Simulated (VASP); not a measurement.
# Pt (Fm-3m) in VASP: relaxation of cell and atoms with LDA

Aim: the relaxation of cell and atoms of Pt with LDA.

Everything below comes from runs of VASP 6.6.1. Logs are shortened: lines on timing, memory, paths and dates and some standing lists are left out, and cuts for length are marked.

**1. The cell of the first run**

It takes space group Fm-3m (No. 225, cubic). Conventional cell: a = 3.893 Å, b = 3.893 Å, c = 3.893 Å, α = 90.00°, β = 90.00°, γ = 90.00°. Pt (site symmetry m-3m) has 12 Pt at 2.75 Å within 3.6 Å.

**2. Relaxation of cell and atoms, LDA**

Contents of INCAR:

```
SYSTEM = Pt
PREC     = Accurate       ! precision mode
ENCUT    = 600            ! plane-wave cutoff, eV
EDIFF    = 1E-6           ! SCF threshold, eV
ISMEAR   = -1             ! smearing method
SIGMA    = 0.15           ! smearing width, eV
LREAL    = .False.        ! projectors in reciprocal space
LASPH    = .True.         ! aspherical terms in the spheres
NELM     = 60             ! most SCF steps
ALGO     = Normal         ! electronic algorithm
ISIF     = 3              ! what is computed and relaxed
LWAVE    = .False.        ! write WAVECAR
LCHARG   = .False.        ! write CHGCAR
GGA      = CA             ! functional
IBRION   = 2              ! ionic algorithm
NSW      = 80             ! ionic steps
EDIFFG   = -0.001         ! ionic threshold
```

Contents of KPOINTS:

```
regular mesh
0
Gamma
  18 18 18
  0 0 0
```

Contents of POSCAR:

```
Pt
1.0
    0.0000000000      1.9467426965      1.9467426965
    1.9467426965      0.0000000000      1.9467426965
    1.9467426965      1.9467426965      0.0000000000
Pt
1
Direct
    0.0000000000      0.0000000000      0.0000000000
```

Potentials or basis: VASP PAW LDA potentials, release 64 (Pt).

On the command line:

```
> cat potpaw_LDA.64/Pt/POTCAR > POTCAR
> mpirun -np 1 vasp_std > vasp.out
```

OUTCAR:

```text
SYSTEM = Pt
   PREC = Accurate
   ENCUT = 600
   EDIFF = 1E-6
   ISMEAR = -1
   LREAL = .False.
   LASPH = .True.
   NELM = 60
   ISIF = 3
   GGA = CA
   IBRION = 2
   NSW = 80
   EDIFFG = -0.001

 ion  position               nearest neighbor table
   1  0.000  0.000  0.000-

  LATTYP: Found a face centered cubic cell.
 ALAT       =     3.8934853930

  Lattice vectors:

 A1 = (   0.0000000000,   1.9467426965,   1.9467426965)
 A2 = (   1.9467426965,   0.0000000000,   1.9467426965)
 A3 = (   1.9467426965,   1.9467426965,   0.0000000000)

Analysis of symmetry for initial positions (statically):
=====================================================================
 Subroutine PRICEL returns:
 Original cell was already a primitive cell.

 Routine SETGRP: Setting up the symmetry group for a
 face centered cubic supercell.

 Subroutine GETGRP returns: Found 48 space group operations
 (whereof 48 operations were pure point group operations)
 out of a pool of 48 trial point group operations.

The static configuration has the point symmetry O_h .

Analysis of symmetry for dynamics (positions and initial velocities):
=====================================================================
 Subroutine PRICEL returns:
 Original cell was already a primitive cell.

 Routine SETGRP: Setting up the symmetry group for a
 face centered cubic supercell.

 Subroutine GETGRP returns: Found 48 space group operations
 (whereof 48 operations were pure point group operations)
 out of a pool of 48 trial point group operations.

The dynamic configuration has the point symmetry O_h .

 Subroutine INISYM returns: Found 48 space group operations
 (whereof 48 operations are pure point group operations),
 and found     1 'primitive' translations

----------------------------------------------------------------------------------------

                                     Primitive cell

  volume of cell :      14.7556

  direct lattice vectors                    reciprocal lattice vectors
     0.000000000  1.946742697  1.946742697    -0.256839284  0.256839284  0.256839284
     1.946742697  0.000000000  1.946742697     0.256839284 -0.256839284  0.256839284
     1.946742697  1.946742697  0.000000000     0.256839284  0.256839284 -0.256839284

  length of vectors
     2.753109924  2.753109924  2.753109924     0.444858689  0.444858689  0.444858689

  position of ions in fractional coordinates (direct lattice)
     0.000000000  0.000000000  0.000000000

  ion indices of the primitive-cell ions
   primitive index   ion index
                 1           1

----------------------------------------------------------------------------------------

 KPOINTS: regular mesh

Automatic generation of k-mesh.
 Grid dimensions read from file:
 generate k-points for:   18   18   18

 Generating k-lattice:

  Cartesian coordinates                     Fractional coordinates (reciprocal lattice)
    -0.014268849  0.014268849  0.014268849     0.055555556  0.000000000  0.000000000
     0.014268849 -0.014268849  0.014268849     0.000000000  0.055555556  0.000000000
     0.014268849  0.014268849 -0.014268849     0.000000000  0.000000000  0.055555556

  Length of vectors
     0.024714372  0.024714372  0.024714372

  Shift w.r.t. Gamma in fractional coordinates (k-lattice)
     0.000000000  0.000000000  0.000000000

 Subroutine IBZKPT returns following result:
 ===========================================

 Found    195 irreducible k-points:

 Following reciprocal coordinates:
            Coordinates               Weight
  0.000000  0.000000  0.000000      1.000000
  0.055556  0.000000  0.000000      8.000000
  0.111111  0.000000  0.000000      8.000000
  0.166667  0.000000  0.000000      8.000000
  0.222222  0.000000  0.000000      8.000000
  0.277778  0.000000  0.000000      8.000000
[... 16 lines left out ...]
 -0.277778  0.055556  0.000000     24.000000
 -0.222222  0.055556  0.000000     24.000000
 [... further k-points ...]
   k-points           NKPTS =    195   k-points in BZ     NKDIM =    195   number of bands    NBANDS=      9
   number of dos      NEDOS =    301   number of ions     NIONS =      1
   total plane-waves  NPLWV =  13824
   dimension x,y,z NGX =    24 NGY =   24 NGZ =   24
   dimension x,y,z NGXF=    48 NGYF=   48 NGZF=   48
   ions per type =               1
   NGX,Y,Z   is equivalent  to a cutoff of  14.49, 14.49, 14.49 a.u.
   NGXF,Y,Z  is equivalent  to a cutoff of  28.98, 28.98, 28.98 a.u.
 SYSTEM =  Pt
   PREC   = accura    normal or accurate (medium, high low for compatibility)
   ISTART =      0    job   : 0-new  1-cont  2-samecut
   ICHARG =      2    charge: 1-file 2-atom 10-const
   ISPIN  =      1    spin polarized calculation?
   LNONCOLLINEAR =      F non collinear calculations
   LSORBIT =      F    spin-orbit coupling
   LASPH  =      T    aspherical Exc in radial PAW
   ENCUT  =  600.0 eV  44.10 Ry    6.64 a.u.   5.50  5.50  5.50*2*pi/ulx,y,z
   NELM   =     60;   NELMIN=  2; NELMDL= -5     # of ELM steps
   EDIFF  = 0.1E-05   stopping-criterion for ELM
   LREAL  =      F    real-space projection
   EDIFFG = -.1E-02   stopping-criterion for IOM
   NSW    =     80    number of steps for IOM
   IBRION =      2    ionic relax: 0-MD 1-quasi-New 2-CG
   NFREE  =      1    steps in history (QN), initial steepest desc. (CG)
   ISIF   =      3    stress and relaxation
   ISYM   =      2    0-nonsym 1-usesym 2-fastsym
   POTIM  = 0.5000    time-step for ionic-motion
   TEBEG  =    0.0;   TEEND  =   0.0 temperature during run
   PSTRESS=    0.0 pullay stress
   NELECT =      10.0000    total number of electrons
   NUPDOWN=      -1.0000    fix difference up-down
   EMIN   =  10.00;   EMAX   =-10.00  energy-range for DOS
   EFERMI =   0.00;   METHOD = LEGACY
   ISMEAR =    -1;   SIGMA  =   0.15  broadening in eV -4-tet -1-fermi 0-gaus
   EFERMI_NEDOS =   21; number of points for ismear=-14 and -15
   IALGO  =     38    algorithm
   IMIX   =      4    mixing-type and parameters
     AMIX     =   0.40;   BMIX     =  1.00
     AMIX_MAG =   1.60;   BMIX_MAG =  1.00
  volume/ion in A,a.u.               =      14.76        99.58
  Fermi-wavevector in a.u.,A,eV,Ry     =   1.437991  2.717410 28.134388  2.067819
  Thomas-Fermi vector in A             =   2.557008
   LORBIT       =      0    0 simple, 1 ext, 2 COOP (PROOUT), +10 PAW based schemes
   GGA     = CA    functional components
   LHFCALC =     F    Hartree Fock is set to
   AEXX    =    0.0000 exact exchange contribution
   IVDW    =     0    specifies the selected vdW correction
   LEPSILON=     F    determine dielectric tensor
   LRPA    =     F    only Hartree local field effects (RPA)
 conjugate gradient relaxation of ions
 non-spin polarized calculation
  energy-cutoff  :      600.00
  volume of cell :       14.76
 maximum number of plane-waves:       531
 NGX is ok and might be reduce to    24
   NGX = 11   NGY = 11   NGZ = 11

--------------------------------------- Ionic step        1  -------------------------------------------

 number of electron      10.0000000 magnetization

 number of electron       9.9999999 magnetization

 Free energy of the ion-electron system (eV)
  ---------------------------------------------------
  ext. energy  EPLUGINS =         0.00000000
  ---------------------------------------------------
  free energy    TOTEN  =        -7.56428009 eV

  energy without entropy =       -7.45590335  energy(sigma->0) =       -7.51009172

------------------------ aborting loop because EDIFF is reached ----------------------------------------

  FORCE on cell =-STRESS in cart. coord.  units (eV):
  Direction    XX          YY          ZZ          XY          YZ          ZX
  --------------------------------------------------------------------------------------
  -------------------------------------------------------------------------------------
  Total        0.1610636      0.1610636      0.1610636      0.0000000      0.0000000      0.0000000
  in kB       17.4884858     17.4884858     17.4884858      0.0000000      0.0000000      0.0000000
  external PRESSURE =      17.4884858 kB  Pullay stress =       0.0000000 kB
[... 55 lines left out ...]
  energy  without entropy=       -7.4492141916  energy(sigma->0) =       -7.50485571

--------------------------------------- Ionic step        3  -------------------------------------------

 number of electron       9.9999999 magnetization

 Free energy of the ion-electron system (eV)
  ---------------------------------------------------
  ext. energy  EPLUGINS =         0.00000000
  ---------------------------------------------------
  free energy    TOTEN  =        -7.56473471 eV

  energy without entropy =       -7.45564319  energy(sigma->0) =       -7.51018895

 E-fermi :  11.4773     XC(G=0): -13.7810

 val. band max:       11.4758300375   @ k =   0.3889   0.2222   0.0000
 cond. band min:      11.4824229135   @ k =  -0.4444   0.2778   0.0556
 fundamental gap:      0.0065928760
 Fermi energy:        11.4773311553

 k-point     1 :       0.0000    0.0000    0.0000
  band No.  band energies     occupation
      1       1.0282      2.00000
      2       7.5382      2.00000
      3       7.5382      2.00000
      4       7.5382      2.00000
      5       9.7865      1.99997
      6       9.7865      1.99997
      7      26.0318      0.00000
      8      31.0417      0.00000
      9      31.0417      0.00000
[... 265 lines left out ...]
 k-point    24 :      -0.2222    0.0556    0.0000
  band No.  band energies     occupation
      1       3.1001      2.00000
      2       7.0362      2.00000
      3       7.9468      2.00000
      4       8.0154      2.00000
      5       9.5754      1.99999
      6      10.2808      1.99931
      7      25.2172      0.00000
      8      28.0388      0.00000
      9      32.6450      0.00000

 [... further k-points ...]

------------------------ aborting loop because EDIFF is reached ----------------------------------------

  FORCE on cell =-STRESS in cart. coord.  units (eV):
  Direction    XX          YY          ZZ          XY          YZ          ZX
  --------------------------------------------------------------------------------------
  -------------------------------------------------------------------------------------
  Total       -0.0003090     -0.0003090     -0.0003090      0.0000000      0.0000000      0.0000000
  in kB       -0.0333570     -0.0333570     -0.0333570      0.0000000      0.0000000      0.0000000
  external PRESSURE =      -0.0333570 kB  Pullay stress =       0.0000000 kB
[... 16 lines left out ...]
  FREE ENERGIE OF THE ION-ELECTRON SYSTEM (eV)
  ---------------------------------------------------
  free  energy   TOTEN  =        -7.5647347080 eV

  energy  without entropy=       -7.4556431919  energy(sigma->0) =       -7.51018895

 reached required accuracy - stopping structural energy minimisation
```

Run time: 82 s. Hardware: 1 thread of Intel Xeon 8259CL, shared host; peak memory 0.16 GiB.

What came out:

- Free energy: -7.5647 eV
- Relaxed volume: 14.84 Å³/atom
- Relaxed cell: a = 2.758 Å, b = 2.758 Å, c = 2.758 Å, α = 60.00°, β = 60.00°, γ = 60.00°
- Space group after relaxing (to 0.1 Å): Fm-3m (No. 225)
- Energy gained by relaxing: 0.5 meV/atom
- Ionic steps: 3
- Pressure after relaxing: 0.0 GPa
- Band gap on the k mesh: zero (bands 5 and 6 overlap by 2.30 eV)

The path:
```tsv
step	energy change (eV)	largest force (eV/Å)	pressure (GPa)	volume (Å³)
1	0.0000	0.0000	1.75	14.76
2	0.0038	0.0000	-5.08	15.10
3	-0.0005	0.0000	0.00	14.84
```

Final structure:
```cif
data_structure
_symmetry_space_group_name_H-M 'P 1'
_symmetry_Int_Tables_number 1
_cell_length_a 2.7584
_cell_length_b 2.7584
_cell_length_c 2.7584
_cell_angle_alpha 60.000
_cell_angle_beta 60.000
_cell_angle_gamma 60.000
_cell_volume 14.84
loop_
_atom_site_label
_atom_site_type_symbol
_atom_site_fract_x
_atom_site_fract_y
_atom_site_fract_z
_atom_site_occupancy
Pt1 Pt 0.00000 0.00000 0.00000 1
```

Levels at points of the mesh, in eV from the Fermi level:
```csv
k point,band 2,band 3,band 4,band 5,band 6,band 7,band 8,band 9
"(0.00, 0.00, 0.00)",-3.94,-3.94,-3.94,-1.69,-1.69,14.55,19.56,19.56
"(0.50, 0.00, 0.00)",-4.00,-4.00,-0.57,0.03,0.03,5.93,14.12,18.98
"(0.50, 0.50, 0.00)",-6.84,0.01,0.49,0.49,1.71,9.02,11.37,11.37
```

Caveat: spin-orbit coupling is left out, which moves the levels of the heavy elements.
